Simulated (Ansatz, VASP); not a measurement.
# Al2Pt: VASP beside Ansatz

```
CELL_PARAMETERS angstrom
0.00000 2.95500 2.95500
2.95500 0.00000 2.95500
2.95500 2.95500 0.00000
ATOMIC_POSITIONS crystal
Pt 0.00000 0.00000 0.00000
Al 0.75000 0.75000 0.75000
Al 0.25000 0.25000 0.25000
```

Alike in both runs: functional PBEsol; k mesh 6 × 6 × 6; occupations fermi-dirac, width 0.05 eV; no spin polarisation.

```csv
,VASP,Ansatz
version,VASP 6.6.1,Ansatz 0.2.0
potentials or method,"VASP PAW PBE potentials, release 64 (Pt, Al), cutoff 520 eV","all-electron LAPW, scalar-relativistic"
task,single point,band structure
```

```tsv
	VASP	Ansatz	Ansatz less VASP
gap on the k mesh at the Fermi level (eV)	none	none	-
pressure (GPa)	-1.0	-1.0	+0.03
```

VASP's potentials were made for PBE, not for PBEsol. A gap of «none» marks a metal or a gap that the smearing closes. Ansatz ran all-electron here, and VASP with PAW potentials.

Spin-orbit coupling is off throughout. Noted on Ansatz's run: the k mesh is thin for a metal, which can move the energy by tens of meV per atom.
